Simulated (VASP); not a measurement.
Wanted: the native input for a VASP 6.6.1 run.

```yaml
Task: single point
Functional: RPBE
Potentials_or_basis: VASP PAW PBE potentials, release 64 (Be, S)
Cutoff: 600 eV
k_mesh: 8 × 8 × 8
Occupations: gaussian, width 0.05 eV
Spin: no spin polarisation
Dipole_correction: no
Further_INCAR_settings: ALGO = Normal; EDIFF = 1e-06; NBANDS = 11
```

The structure of BeS lies in POSCAR:

```
BeS
1.0
    0.0000000000      2.4249991143      2.4249991143
    2.4249991143      0.0000000000      2.4249991143
    2.4249991143      2.4249991143      0.0000000000
Be S
1 1
Direct
    0.0000000000      0.0000000000      0.0000000000
    0.7500000000      0.7500000000      0.7500000000
```

The input as run:

INCAR

```
SYSTEM = BeS
ALGO = Normal
EDIFF = 1E-6
ENCUT = 600
GGA = RP
GGA_COMPAT = .FALSE.
ISIF = 2
ISMEAR = 0
LASPH = .TRUE.
LCHARG = .FALSE.
LREAL = .FALSE.
LWAVE = .FALSE.
NBANDS = 11
NELM = 120
PREC = Accurate
SIGMA = 0.05
```

KPOINTS

```
k-points
0
G
  8 8 8
  0 0 0
```

Potentials or basis: VASP PAW PBE potentials, release 64 (Be, S).

Command:

```console
$ cat potpaw_PBE.64/Be/POTCAR potpaw_PBE.64/S/POTCAR > POTCAR
$ mpirun -np 1 vasp_std > vasp.out
```

Results of the run:

| Quantity | Value |
| --- | --- |
| Pressure | 3.9 GPa |
| Band gap on the k mesh | 3.22 eV, indirect (least direct gap 5.72 eV) |

Caveat: the PAW data sets were made with another functional, which shifts forces and pressure a little.

Wall time 7.9 s on 1 thread of AMD EPYC 7R13 Processor (Zen 3) (shared host), peak memory 0.12 GiB.
